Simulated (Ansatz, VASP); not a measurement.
One calculation of Co, two programs

The input INCAR:

```
ALGO = Normal
EDIFF = 1E-7
ENCUT = 520
GGA = PE
ISIF = 2
ISMEAR = 0
ISPIN = 2
LASPH = True
LCHARG = True
LELF = True
LMAXMIX = 4
LORBIT = 11
LREAL = False
LVHAR = True
LWAVE = False
MAGMOM = 1.95 1.95
NBANDS = 20
NELM = 150
PREC = Accurate
SIGMA = 0.15
```

The input KPOINTS:

```
k-points
0
Gamma
  24 24 14
```

The input POSCAR:

```
Co
1.0
    2.5535120191      0.0000000000      0.0000000000
   -1.2767560096      2.2114062774      0.0000000000
    0.0000000000      0.0000000000      3.9811661382
Co
2
Direct
    0.3333333333      0.6666666667      0.2500000000
    0.6666666667      0.3333333333      0.7500000000
```

Input for Ansatz:

```yaml
crystal:
  lattice:
    - [2.5535120191, 0.0, 0.0]
    - [-1.2767560096, 2.2114062774, 0.0]
    - [0.0, 0.0, 3.9811661382]
  atoms:
    - { symbol: Co, position: [0.3333333333, 0.6666666667, 0.25], spin: 1.95 }
    - { symbol: Co, position: [0.6666666667, 0.3333333333, 0.75], spin: 1.95 }
basis:
  ecutwfc: 420
kpoints:
  mp_grid: { grid: [24, 24, 14] }
hamiltonian:
  xc: pbe
scf:
  occupations: { method: gaussian, width: 0.15 }
output:
  forces: true
  stress: true
  eigenvalues: true
  populations: true
magnetization:
  spin_polarized: true
```

Alike in both runs: task single point; functional PBE; k mesh 24 × 24 × 14; occupations gaussian, width 0.15 eV; collinear spin.

|  | VASP | Ansatz |
| --- | --- | --- |
| version | VASP 6.6.1 | Ansatz 0.2.0 |
| potentials or method | VASP PAW PBE potentials, release 64 (Co), cutoff 520 eV | scalar-relativistic, plane waves, PAW |
| valence electrons in the cell | 18 | 34 |

|  | VASP | Ansatz | Ansatz less VASP |
| --- | --- | --- | --- |
| gap on the k mesh at the Fermi level (eV) | none | none | - |
| pressure (GPa) | -7.1 | -6.6 | +0.50 |
| traceless stress, the component that is largest in VASP (GPa) | 6.14 | 6.46 | +0.320 |
| net moment per atom (μB) | 1.62 | 1.62 | +0.005 |
| size of the moment on the site where the two differ most (μB) | 1.65 | 1.71 | +0.061 |

Site moments also hang on the region over which each program counts them. A gap of «none» marks a metal or a gap that the smearing closes. VASP's potentials hold 18 valence electrons a cell and Ansatz's 34, so a difference there can come from the potentials and not from the codes.
